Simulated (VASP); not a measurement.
Wanted: the native input for a VASP 6.6.1 run.

```yaml
Task: single point
Functional: PBEsol
Potentials_or_basis: VASP PAW PBE potentials, release 64 (Be, Se)
Cutoff: 600 eV
k_mesh: 10 × 10 × 10
Occupations: gaussian, width 0.02 eV
Spin: non-collinear spin, zero start, spin-orbit coupling
Starting_moments: "[[0.0, 0.0, 0.0], [0.0, 0.0, 0.0]] μB"
Dipole_correction: no
Further_INCAR_settings: ALGO = Normal; EDIFF = 1e-06; NBANDS = 20
```

The structure of BeSe lies in POSCAR:

```
BeSe
1.0
    0.0000000000      2.5643587674      2.5643587674
    2.5643587674      0.0000000000      2.5643587674
    2.5643587674      2.5643587674      0.0000000000
Be Se
1 1
Direct
    0.0000000000      0.0000000000      0.0000000000
    0.2500000000      0.2500000000      0.2500000000
```

One way to write it, as run:

INCAR

```
PREC = Accurate
ENCUT = 600
EDIFF = 1E-6
ISMEAR = 0
SIGMA = 0.02
LREAL = F
LASPH = T
NELM = 200
ALGO = Normal
ISIF = 2
LWAVE = F
LCHARG = F
MAGMOM = 0 0 0 0 0 0
LORBIT = 11
LSORBIT = T
GGA_COMPAT = F
LORBMOM = T
GGA = PS
NBANDS = 20
```

KPOINTS

```
regular mesh
0
Gamma
  10 10 10
```

Potentials or basis: VASP PAW PBE potentials, release 64 (Be, Se).

Run with:

```console
$ cat potpaw_PBE.64/Be/POTCAR potpaw_PBE.64/Se/POTCAR > POTCAR
$ mpirun -np 1 vasp_ncl > vasp.out
```

Results of the run:

- Pressure: 0.3 GPa
- Net moment: 0.00 μB per cell
- Valence electrons inside the program's atomic spheres: Be 1.00; Se 3.98

Caveat: the PAW data sets were made with another functional, which shifts forces and pressure a little.

Wall time 2.1 min on 1 thread of Intel(R) Xeon(R) Platinum 8259CL CPU @ 2.50GHz (Skylake/Cascade Lake) (shared host), peak memory 0.33 GiB.
